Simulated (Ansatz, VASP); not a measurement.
**One calculation of Te, two programs**

```
CELL_PARAMETERS angstrom
2.17086 1.25335 1.80789
-2.17086 1.25335 1.80789
0.00000 -2.50670 1.80789
ATOMIC_POSITIONS crystal
Te 0.50000 0.50000 0.50000
```

Alike in both runs: task single point; functional PBEsol; k mesh 15 × 15 × 15; occupations gaussian, width 0.15 eV; no spin polarisation.

|  | VASP | Ansatz |
| --- | --- | --- |
| version | VASP 6.6.1 | Ansatz 0.2.0 |
| potentials or method | VASP PAW PBE potentials, release 64 (Te), cutoff 520 eV | scalar-relativistic, plane waves, PAW |
| valence electrons in the cell | 6 | 16 |

```csv
,VASP,Ansatz,Ansatz less VASP
gap on the k mesh at the Fermi level (eV),none,none,-
pressure (GPa),3.8,3.7,-0.08
"traceless stress, the component that is largest in VASP (GPa)",0.14,0.13,-0.005
```

VASP's potentials were made for PBE, not for PBEsol. A gap of «none» marks a metal or a gap that the smearing closes. With one functional, cell and mesh, what is left measures potentials, basis and numerics. VASP's potentials hold 6 valence electrons a cell and Ansatz's 16, so a difference there can come from the potentials and not from the codes.

Neither program's run includes spin-orbit coupling.
